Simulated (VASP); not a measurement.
Crystal: KBr.

```
K Br
1.0
     3.97626    0.00000    0.00000
     0.00000    3.97626    0.00000
     0.00000    0.00000    3.97626
K Br
1 1
Direct
  0.00000 0.00000 0.00000
  0.50000 0.50000 0.50000
```

Base run:

```yaml
Program: VASP 6.6.1
Functional: r2SCAN
Potentials_or_basis: VASP PAW PBE potentials, release 64 (K_sv, Br)
Cutoff: 520 eV
k_mesh: 6 × 6 × 6
Occupations: gaussian, width 0.01 eV
Spin: no spin polarisation
```

Its results: band gap on the k mesh 4.77 eV, indirect (least direct gap 5.05 eV); pressure 0.0 GPa.

Task: The run is repeated on the same cell with these changes: functional from r2SCAN to HSE06; k mesh from 6 × 6 × 6 to 4 × 4 × 4. What comes out?

Result: Band gap on the k mesh 5.19 eV, indirect (least direct gap 5.49 eV); pressure 0.5 GPa.

Several settings changed at once, so the effect can't be laid on one alone.

Caveats: the PAW data sets were made with another functional, which shifts forces and pressure a little.

A k mesh can miss the band edges.
